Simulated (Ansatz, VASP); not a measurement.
## One calculation of AgCl, two programs

```
Ag Cl
1.0
     0.00000    2.77700    2.77700
     2.77700    0.00000    2.77700
     2.77700    2.77700    0.00000
Ag Cl
1 1
Cartesian
  0.0000 0.0000 0.0000
  2.7770 2.7770 2.7770
```

Alike in both runs: task single point; functional PBE; k mesh 6 × 6 × 6; no spin polarisation.

|  | VASP | Ansatz |
| --- | --- | --- |
| version | VASP 6.6.1 | Ansatz 0.2.0 |
| potentials or method | VASP PAW PBE potentials, release 64 (Ag, Cl) | plane waves, PAW |
| plane-wave cutoff (eV) | 520 | 420 |
| occupations | gaussian, width 0.01 eV | fixed |
| valence electrons in the cell | 18 | 26 |

Ansatz gave:

* gap on the k mesh at the Fermi level (eV): 0.91
* pressure (GPa): 1.4

Question: Which values does VASP return?

Answer: gap on the k mesh at the Fermi level (eV): 0.91; pressure (GPa): 1.3.

VASP's potentials hold 18 valence electrons a cell and Ansatz's 26, so a difference there can come from the potentials and not from the codes.
